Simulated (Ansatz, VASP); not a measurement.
# AlGa3N4: VASP beside Ansatz

The input INCAR:

```
PREC = Accurate
ENCUT = 520
EDIFF = 1E-6
ISMEAR = 0
SIGMA = 0.05
LREAL = False
LASPH = True
NELM = 80
ALGO = Normal
ISIF = 2
LWAVE = False
LCHARG = True
GGA = PS
LELF = True
LVHAR = True
NBANDS = 41
```

Contents of KPOINTS:

```
Automatic mesh
0
Gamma
  6 6 6
```

File POSCAR:

```
AlGa3N4
1.0
    4.4676279409      0.0000000000      0.0000000000
    0.0000000000      4.4676279409      0.0000000000
    0.0000000000      0.0000000000      4.2442465439
Al Ga N
1 3 4
Direct
    0.0000000000      0.0000000000      0.0000000000
    0.5000000000      0.5000000000      0.0000000000
    0.5000000000      0.0000000000      0.5000000000
    0.0000000000      0.5000000000      0.5000000000
    0.7550309200      0.7550309200      0.2449690800
    0.7550309200      0.2449690800      0.7550309200
    0.2449690800      0.7550309200      0.7550309200
    0.2449690800      0.2449690800      0.2449690800
```

Input for Ansatz:

```yaml
crystal:
  lattice:
    - [4.4676279409, 0.0, 0.0]
    - [0.0, 4.4676279409, 0.0]
    - [0.0, 0.0, 4.2442465439]
  atoms:
    - { symbol: Al, position: [0.0, 0.0, 0.0] }
    - { symbol: Ga, position: [0.5, 0.5, 0.0] }
    - { symbol: Ga, position: [0.5, 0.0, 0.5] }
    - { symbol: Ga, position: [0.0, 0.5, 0.5] }
    - { symbol: "N", position: [0.75503092, 0.75503092, 0.24496908] }
    - { symbol: "N", position: [0.75503092, 0.24496908, 0.75503092] }
    - { symbol: "N", position: [0.24496908, 0.75503092, 0.75503092] }
    - { symbol: "N", position: [0.24496908, 0.24496908, 0.24496908] }
basis:
  ecutwfc: 420
kpoints:
  mp_grid: { grid: [6, 6, 6] }
hamiltonian:
  xc: pbesol
scf:
  occupations: { method: gaussian, width: 0.05 }
output:
  forces: true
  stress: true
  eigenvalues: true
```

Change from the starting cell: strain +0.000 along x and y, -0.050 along z, atoms carried along.

Alike in both runs: task single point; functional PBEsol; k mesh 6 × 6 × 6; occupations gaussian, width 0.05 eV; no spin polarisation.

```csv
,VASP,Ansatz
version,VASP 6.6.1,Ansatz 0.2.0
potentials or method,"VASP PAW PBE potentials, release 64 (Al, Ga_d, N), cutoff 520 eV","scalar-relativistic, plane waves, PAW"
valence electrons in the cell,62,62
```

```tsv
	VASP	Ansatz	Ansatz less VASP
gap on the k mesh at the Fermi level (eV)	2.52	2.50	-0.022
least direct gap on the mesh (eV)	2.52	2.50	-0.022
pressure (GPa)	10.6	10.7	+0.15
traceless stress, the component that is largest in VASP (GPa)	3.53	3.50	-0.032
rms of the force components (eV/Å)	0.025	0.025	+0.0004
```

VASP's potentials were made for PBE, not for PBEsol. Atom by atom the forces differ by 0.007 eV/Å (rms over components).
